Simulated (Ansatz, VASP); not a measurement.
# One calculation of CdTe, two programs

Contents of POSCAR:

```
CdTe
1.0
    0.0000000000      3.2050000000      3.2050000000
    3.2050000000      0.0000000000      3.2050000000
    3.2050000000      3.2050000000      0.0000000000
Cd Te
1 1
Direct
    0.0000000000      0.0000000000      0.0000000000
    0.2500000000      0.2500000000      0.2500000000
```

INCAR.step1

```
SYSTEM = CdTe
PREC = Accurate ; ENCUT = 520
ISMEAR = 0 ; SIGMA = 0.02
LREAL = .FALSE. ; LASPH = .TRUE.
NELM = 80 ; NBANDS = 16
GGA = PE ; ALGO = Normal
EDIFF = 1E-4 ; LWAVE = .TRUE.
LCHARG = .FALSE.
```

INCAR.step2

```
SYSTEM = CdTe
PREC = Accurate ; ENCUT = 520
EDIFF = 1E-6 ; ISMEAR = 0
SIGMA = 0.02 ; LREAL = .FALSE.
LASPH = .TRUE. ; NELM = 80
ALGO = Normal ; ISIF = 2
LWAVE = .FALSE. ; LCHARG = .TRUE.
METAGGA = R2SCAN ; LMIXTAU = .TRUE.
LELF = .TRUE. ; LVHAR = .TRUE.
NBANDS = 16 ; ISTART = 1
```

Contents of KPOINTS:

```
Automatic mesh
0
G
  8 8 8
  0 0 0
```

Input for Ansatz:

```yaml
crystal:
  lattice:
    - [0.0, 3.205, 3.205]
    - [3.205, 0.0, 3.205]
    - [3.205, 3.205, 0.0]
  atoms:
    - { symbol: Cd, position: [0.0, 0.0, 0.0] }
    - { symbol: Te, position: [0.25, 0.25, 0.25] }
basis:
  ecutwfc: 500
kpoints:
  mp_grid: { grid: [8, 8, 8] }
hamiltonian:
  xc: r2scan
scf:
  occupations: { method: gaussian, width: 0.02 }
output:
  forces: true
  stress: true
  eigenvalues: true
  populations: true
```

Alike in both runs: task single point; functional r2SCAN; k mesh 8 × 8 × 8; occupations gaussian, width 0.02 eV; no spin polarisation.

```csv
,VASP,Ansatz
version,VASP 6.6.1,Ansatz 0.2.0
potentials or method,"VASP PAW PBE potentials, release 64 (Cd, Te), cutoff 520 eV","scalar-relativistic, plane waves, PAW"
valence electrons in the cell,18,36
```

|  | VASP | Ansatz | Ansatz less VASP |
| --- | --- | --- | --- |
| gap on the k mesh at the Fermi level (eV) | 1.38 | 1.39 | +0.004 |
| least direct gap on the mesh (eV) | 1.38 | 1.39 | +0.004 |
| pressure (GPa) | 3.4 | 3.2 | -0.15 |

VASP's potentials were made for PBE, not for r2SCAN. With one functional, cell and mesh, what is left measures potentials, basis and numerics. VASP's potentials hold 18 valence electrons a cell and Ansatz's 36, so a difference there can come from the potentials and not from the codes.

Spin-orbit coupling is off throughout.
